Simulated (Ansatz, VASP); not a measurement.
# One calculation of SrVO3, two programs

```
CELL_PARAMETERS angstrom
3.85180 0.00000 0.00000
0.00000 3.85180 0.00000
0.00000 0.00000 3.85180
ATOMIC_POSITIONS crystal
V 0.00000 0.00000 0.00000
O 0.50000 0.00000 0.00000
O 0.00000 0.50000 0.00000
O 0.00000 0.00000 0.50000
Sr 0.50000 0.50000 0.50000
```

Alike in both runs: task single point; functional PBE; k mesh 6 × 6 × 6; occupations gaussian, width 0.047 eV; no spin polarisation.

```csv
,VASP,Ansatz
version,VASP 6.6.1,Ansatz 0.2.0
potentials or method,"VASP PAW PBE potentials, release 64 (V_sv, O, Sr_sv), cutoff 520 eV",PAW plane waves
valence electrons in the cell,41,41
```

VASP gave:

| Property | Result |
| --- | --- |
| pressure (GPa) | 1.8 |

Problem. What did Ansatz give for the same quantities?

Solution. Pressure (GPa): 0.9.
